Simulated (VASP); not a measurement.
# Si15C7 in VASP: single point with PBE

Aim: the single point of Si15C7 with PBE.

Program: VASP 6.6.1. These are calculated values, not measurements. Logs are shortened: lines on timing, memory, paths and dates and some standing lists are left out, and cuts for length are marked.

## (1) The cell of the first run

The cell holds a disordered packing, 22 atoms: a = 7.014 Å, b = 7.027 Å, c = 6.557 Å, α = 85.92°, β = 95.89°, γ = 81.67°.

## (2) Single point, PBE

Input file INCAR:

```
  PREC = Accurate
  ENCUT = 520
  EDIFF = 1E-6
  ISMEAR = 0
  SIGMA = 0.1
  LREAL = Auto
  LASPH = T
  NELM = 100
  ALGO = Normal
  ISIF = 2
  LWAVE = F
  LCHARG = F
  GGA = PE
  NBANDS = 61
```

Input file KPOINTS:

```
regular mesh
0
Gamma
  5 5 5
```

Input file POSCAR:

```
Si15C7
1.0
    6.9859900000      0.5089750000     -0.3681180000
    0.5257390000      7.0026390000      0.2571010000
   -0.3496410000      0.2545790000      6.5427060000
Si C
15 7
Direct
    0.7936101884      0.0718662107      0.4705672545
    0.4554843548      0.8403890227      0.2128635656
    0.2021414447      0.2622813612      0.7664412064
    0.7783964100      0.2488290950      0.9049068103
    0.6556396364      0.6325028472      0.4974506044
    0.4167136339      0.4223387253      0.5101075079
    0.4371916658      0.0676006173      0.5529966480
    0.5372818421      0.7920080902      0.7957684329
    0.2505053219      0.2886367317      0.2238348254
    0.0973515770      0.5944506714      0.4687433791
    0.9996492073      0.0021966110      0.8092869829
    0.0499016318      0.9023376594      0.2977424582
    0.4882786714      0.5471888489      0.0448281755
    0.7800027443      0.3880875333      0.2611424305
    0.9271791585      0.5172621900      0.7649498124
    0.3817536014      0.3149192986      0.9924137775
    0.2709834769      0.0263532688      0.3174084368
    0.5548018124      0.9631079842      0.9982012124
    0.5483303227      0.1626562409      0.9653013410
    0.0206366404      0.8082164715      0.0295285822
    0.9950299081      0.6184470875      0.0234190499
    0.0203195886      0.4750811999      0.2140082005
```

Potentials or basis: VASP PAW PBE potentials, release 64 (Si, C).

The run is started by

```bash
cat potpaw_PBE.64/Si/POTCAR potpaw_PBE.64/C/POTCAR > POTCAR
mpirun -np 1 vasp_std > vasp.out
```

OUTCAR:

```text
PREC = Accurate
   ENCUT = 520
   EDIFF = 1E-6
   ISMEAR = 0
   LREAL = Auto
   LASPH = T
   NELM = 100
   ISIF = 2
   GGA = PE

 ion  position               nearest neighbor table
   1  0.794  0.072  0.471-  12 2.43  11 2.50  14 2.51   7 2.62
   2  0.455  0.840  0.213-  18 1.85  17 1.92  13 2.40   5 2.46   7 2.84   8 2.88  12 2.93
   3  0.202  0.262  0.766-  16 1.94  15 2.43  11 2.49   7 2.58   6 2.66  10 2.89   9 3.01
   4  0.778  0.249  0.905-  19 1.87  11 2.32  15 2.45  14 2.60  13 2.97
   5  0.656  0.633  0.497-   6 2.39  15 2.45   2 2.46   8 2.48  14 2.52  10 3.10
   6  0.417  0.422  0.510-  10 2.37   5 2.39   9 2.43   7 2.47   3 2.66
   7  0.437  0.068  0.553-  17 1.90   8 2.39   6 2.47   3 2.58   1 2.62   9 2.67   2 2.84
   8  0.537  0.792  0.796-  18 1.86  13 2.37   7 2.39   5 2.48   2 2.88  15 3.14
   9  0.251  0.289  0.224-  16 1.87  17 1.88  22 1.92   6 2.43   7 2.67  13 2.90  10 2.92   3 3.01

  10  0.097  0.594  0.469-  22 1.98  12 2.33   6 2.37  15 2.45   3 2.89   9 2.92  14 3.08   5 3.10

  11  1.000  0.002  0.809-  20 1.89   4 2.32   3 2.49   1 2.50
  12  0.050  0.902  0.298-  17 1.88  20 1.92  10 2.33   1 2.43   2 2.93
  13  0.488  0.547  0.045-  16 1.93   8 2.37   2 2.40  14 2.44   9 2.90   4 2.97
  14  0.780  0.388  0.261-  22 1.92  13 2.44   1 2.51   5 2.52   4 2.60  10 3.08
  15  0.927  0.517  0.765-  21 1.93   3 2.43  10 2.45   4 2.45   5 2.45   8 3.14
  16  0.382  0.315  0.992-  19 1.50   9 1.87  13 1.93   3 1.94
  17  0.271  0.026  0.317-   9 1.88  12 1.88   7 1.90   2 1.92
  18  0.555  0.963  0.998-  19 1.40   2 1.85   8 1.86
  19  0.548  0.163  0.965-  18 1.40  16 1.50   4 1.87
  20  0.021  0.808  0.030-  21 1.37  11 1.89  12 1.92
  21  0.995  0.618  0.023-  20 1.37  22 1.53  15 1.93
  22  0.020  0.475  0.214-  21 1.53   9 1.92  14 1.92  10 1.98

  LATTYP: Found a triclinic cell.
 ALAT       =     7.0270516851
 B/A-ratio  =     1.5118271879
 C/A-ratio  =     1.5012052398
 COS(alpha) =     0.0144668219
 COS(beta)  =     0.5255195845
 COS(gamma) =     0.7571247456

  Lattice vectors:

 A1 = (   0.5257390000,   7.0026390000,   0.2571010000)
 A2 = (   7.5117290000,   7.5116140000,  -0.1110170000)
 A3 = (  -6.1106100000,   6.2390850000,  -5.9174870000)

Analysis of symmetry for initial positions (statically):
=====================================================================
 Subroutine PRICEL returns:
 Original cell was already a primitive cell.

 Routine SETGRP: Setting up the symmetry group for a
 triclinic supercell.

 Subroutine GETGRP returns: Found  1 space group operations
 (whereof  1 operations were pure point group operations)
 out of a pool of  2 trial point group operations.

The static configuration has the point symmetry C_1 .

Analysis of symmetry for dynamics (positions and initial velocities):
=====================================================================
 Subroutine PRICEL returns:
 Original cell was already a primitive cell.

 Routine SETGRP: Setting up the symmetry group for a
 triclinic supercell.

 Subroutine GETGRP returns: Found  1 space group operations
 (whereof  1 operations were pure point group operations)
 out of a pool of  2 trial point group operations.

The dynamic configuration has the point symmetry C_1 .

 Subroutine INISYM returns: Found  1 space group operations
 (whereof  1 operations are pure point group operations),
 and found     1 'primitive' translations

----------------------------------------------------------------------------------------

                                     Primitive cell

  volume of cell :     316.8672

  direct lattice vectors                    reciprocal lattice vectors
     6.985990000  0.508975000 -0.368118000     0.144384616 -0.011139204  0.008149318
     0.525739000  7.002639000  0.257101000    -0.010805121  0.143841215 -0.006174336
    -0.349641000  0.254579000  6.542706000     0.008548234 -0.006279093  0.153543096

  length of vectors
     7.014172987  7.027051685  6.556985672     0.145042789  0.144378559  0.153909005

  position of ions in fractional coordinates (direct lattice)
     0.793610188  0.071866211  0.470567254
     0.455484355  0.840389023  0.212863566
     0.202141445  0.262281361  0.766441206
     0.778396410  0.248829095  0.904906810
     0.655639636  0.632502847  0.497450604
     0.416713634  0.422338725  0.510107508
[... 14 lines left out ...]
     0.995029908  0.618447088  0.023419050
     0.020319589  0.475081200  0.214008200

  ion indices of the primitive-cell ions
   primitive index   ion index
                 1           1
                 2           2
                 3           3
                 4           4
                 5           5
                 6           6
[... 14 lines left out ...]
                21          21
                22          22

----------------------------------------------------------------------------------------

 KPOINTS: regular mesh

Automatic generation of k-mesh.
 Grid dimensions read from file:
 generate k-points for:    5    5    5

 Generating k-lattice:

  Cartesian coordinates                     Fractional coordinates (reciprocal lattice)
     0.028876923 -0.002227841  0.001629864     0.200000000  0.000000000  0.000000000
    -0.002161024  0.028768243 -0.001234867     0.000000000  0.200000000  0.000000000
     0.001709647 -0.001255819  0.030708619     0.000000000  0.000000000  0.200000000

  Length of vectors
     0.029008558  0.028875712  0.030781801

  Shift w.r.t. Gamma in fractional coordinates (k-lattice)
     0.000000000  0.000000000  0.000000000

 Subroutine IBZKPT returns following result:
 ===========================================

 Found     63 irreducible k-points:

 Following reciprocal coordinates:
            Coordinates               Weight
  0.000000  0.000000  0.000000      1.000000
  0.200000 -0.000000 -0.000000      2.000000
  0.400000 -0.000000 -0.000000      2.000000
 -0.000000  0.200000  0.000000      2.000000
  0.200000  0.200000  0.000000      2.000000
  0.400000  0.200000 -0.000000      2.000000
[... 16 lines left out ...]
 -0.200000  0.200000  0.200000      2.000000
  0.000000  0.400000  0.200000      2.000000
 [... further k-points ...]
   k-points           NKPTS =     63   k-points in BZ     NKDIM =     63   number of bands    NBANDS=     61
   number of dos      NEDOS =    301   number of ions     NIONS =     22
   total plane-waves  NPLWV = 145800
   dimension x,y,z NGX =    54 NGY =   54 NGZ =   50
   dimension x,y,z NGXF=   108 NGYF=  108 NGZF=  100
   ions per type =              15   7
   NGX,Y,Z   is equivalent  to a cutoff of  12.80, 12.78, 12.68 a.u.
   NGXF,Y,Z  is equivalent  to a cutoff of  25.60, 25.55, 25.35 a.u.
 SYSTEM =  unknown system
   PREC   = accura    normal or accurate (medium, high low for compatibility)
   ISTART =      0    job   : 0-new  1-cont  2-samecut
   ICHARG =      2    charge: 1-file 2-atom 10-const
   ISPIN  =      1    spin polarized calculation?
   LNONCOLLINEAR =      F non collinear calculations
   LSORBIT =      F    spin-orbit coupling
   LASPH  =      T    aspherical Exc in radial PAW
   ENCUT  =  520.0 eV  38.22 Ry    6.18 a.u.  13.04 13.07 12.19*2*pi/ulx,y,z
   NELM   =    100;   NELMIN=  2; NELMDL= -5     # of ELM steps
   EDIFF  = 0.1E-05   stopping-criterion for ELM
   LREAL  =      T    real-space projection
   EDIFFG = 0.1E-04   stopping-criterion for IOM
   NSW    =      0    number of steps for IOM
   IBRION =     -1    ionic relax: 0-MD 1-quasi-New 2-CG
   NFREE  =      0    steps in history (QN), initial steepest desc. (CG)
   ISIF   =      2    stress and relaxation
   ISYM   =      2    0-nonsym 1-usesym 2-fastsym
   POTIM  = 0.5000    time-step for ionic-motion
   TEBEG  =    0.0;   TEEND  =   0.0 temperature during run
   PSTRESS=    0.0 pullay stress
   NELECT =      88.0000    total number of electrons
   NUPDOWN=      -1.0000    fix difference up-down
   EMIN   =  10.00;   EMAX   =-10.00  energy-range for DOS
   EFERMI =   0.00;   METHOD = LEGACY
   ISMEAR =     0;   SIGMA  =   0.10  broadening in eV -4-tet -1-fermi 0-gaus
   EFERMI_NEDOS =   21; number of points for ismear=-14 and -15
   IALGO  =     38    algorithm
   IMIX   =      4    mixing-type and parameters
     AMIX     =   0.40;   BMIX     =  1.00
     AMIX_MAG =   1.60;   BMIX_MAG =  1.00
  volume/ion in A,a.u.               =      14.40        97.20
  Fermi-wavevector in a.u.,A,eV,Ry     =   1.068095  2.018407 15.521897  1.140827
  Thomas-Fermi vector in A             =   2.203732
   LORBIT       =      0    0 simple, 1 ext, 2 COOP (PROOUT), +10 PAW based schemes
   GGA     = PE    functional components
   LHFCALC =     F    Hartree Fock is set to
   AEXX    =    0.0000 exact exchange contribution
   IVDW    =     0    specifies the selected vdW correction
   LEPSILON=     F    determine dielectric tensor
   LRPA    =     F    only Hartree local field effects (RPA)
 non-spin polarized calculation
 Gauss-broadening in eV      SIGMA  =   0.10
  energy-cutoff  :      520.00
  volume of cell :      316.87
 maximum number of plane-waves:      8561
 NGX is ok and might be reduce to    54
   NGX = 27   NGY = 27   NGZ = 25

 number of electron      88.0000000 magnetization

 Free energy of the ion-electron system (eV)
  ---------------------------------------------------
  ext. energy  EPLUGINS =         0.00000000
  ---------------------------------------------------
  free energy    TOTEN  =      -134.73076126 eV

  energy without entropy =     -134.70936525  energy(sigma->0) =     -134.72006326

 E-fermi :   7.2783     XC(G=0): -10.3131

 val. band max:        7.2750973626   @ k =  -0.2000   0.4000   0.2000
 cond. band min:       7.2813855566   @ k =  -0.4000   0.0000   0.4000
 fundamental gap:      0.0062881940
 Fermi energy:         7.2782986022

 k-point     1 :       0.0000    0.0000    0.0000
  band No.  band energies     occupation
      1      -9.0846      2.00000
      2      -8.4764      2.00000
      3      -6.5338      2.00000
      4      -6.2492      2.00000
      5      -5.5102      2.00000
      6      -4.1901      2.00000
[... 1405 lines left out ...]
     55       9.9539      0.00000
     56      10.2032      0.00000

 [... further k-points ...]

 [bands above 56 left out]

------------------------ aborting loop because EDIFF is reached ----------------------------------------

  FORCE on cell =-STRESS in cart. coord.  units (eV):
  Direction    XX          YY          ZZ          XY          YZ          ZX
  --------------------------------------------------------------------------------------
  -------------------------------------------------------------------------------------
  Total        0.4590935      0.1554960      0.0905581     -0.3860740     -0.3230712      0.2074256
  in kB        2.3213164      0.7862351      0.4578895     -1.9521079     -1.6335465      1.0488069
  external PRESSURE =       1.1884803 kB  Pullay stress =       0.0000000 kB

 VOLUME and BASIS-vectors are now :
 -----------------------------------------------------------------------------
  energy-cutoff  :      520.00
  volume of cell :      316.87
      direct lattice vectors                 reciprocal lattice vectors
     6.985990000  0.508975000 -0.368118000     0.144384616 -0.011139204  0.008149318
     0.525739000  7.002639000  0.257101000    -0.010805121  0.143841215 -0.006174336
    -0.349641000  0.254579000  6.542706000     0.008548234 -0.006279093  0.153543096

 POSITION                                       TOTAL-FORCE (eV/Angst)
 -----------------------------------------------------------------------------------
      5.41741      1.02698      2.80512         0.133850      0.061920     -0.004118
      3.54941      6.17096      1.44110         0.010606      0.098735      0.040198
      1.28207      2.13467      5.00762        -0.004355     -0.110807      0.024896
      5.25230      2.36901      5.69797        -0.000747      0.017761      0.079197
      4.73889      4.88953      3.17594        -0.028054      0.101850     -0.006925
      2.95484      3.29945      3.29267        -0.122164     -0.109524     -0.058695
[... 14 lines left out ...]
      7.26822      4.84317     -0.05406         0.104326      0.006816      0.006499
      0.31690      3.39165      1.51486        -0.106296     -0.007578      0.002525
 -----------------------------------------------------------------------------------
    total drift:                               -0.008391      0.010781     -0.000528

  FREE ENERGIE OF THE ION-ELECTRON SYSTEM (eV)
  ---------------------------------------------------
  free  energy   TOTEN  =      -134.7307612624 eV

  energy  without entropy=     -134.7093652524  energy(sigma->0) =     -134.72006326
```

It took 28 min on 1 thread of Intel Xeon Platinum 8259CL at 2.50GHz (Skylake/Cascade Lake), shared host; peak memory 0.84 GiB.

Results:

* Free energy: -134.7308 eV
* Pressure: 0.1 GPa
* Largest force: 0.256 eV/Å
* Band gap on the k mesh: zero (bands 44 and 45 overlap by 0.16 eV)

Forces on the atoms (eV/Å):
```
Si   0.134  0.062 -0.004
Si   0.011  0.099  0.040
Si  -0.004 -0.111  0.025
Si  -0.001  0.018  0.079
Si  -0.028  0.102 -0.007
Si  -0.122 -0.110 -0.059
Si  -0.012 -0.009  0.001
Si   0.085  0.049  0.024
Si   0.005  0.001  0.022
Si   0.024  0.066  0.008
Si  -0.044  0.103 -0.042
Si  -0.089  0.130 -0.029
Si  -0.012 -0.089 -0.100
Si   0.050 -0.213 -0.132
Si   0.027 -0.087  0.039
C    0.050 -0.036 -0.014
C    0.035 -0.060  0.020
C   -0.150 -0.121  0.151
C    0.056  0.111 -0.074
C   -0.013  0.095  0.042
C    0.104  0.007  0.006
C   -0.106 -0.008  0.003
```

Stress tensor (GPa, compression positive):
```
 0.23 -0.20  0.10
-0.20  0.08 -0.16
 0.10 -0.16  0.05
```

Levels at points of the mesh, in eV from the Fermi level:
```
           k point  band 42  band 43  band 44  band 45  band 46  band 47
(0.00, 0.00, 0.00)    -0.64    -0.39    -0.23     0.63     0.89     1.11
```
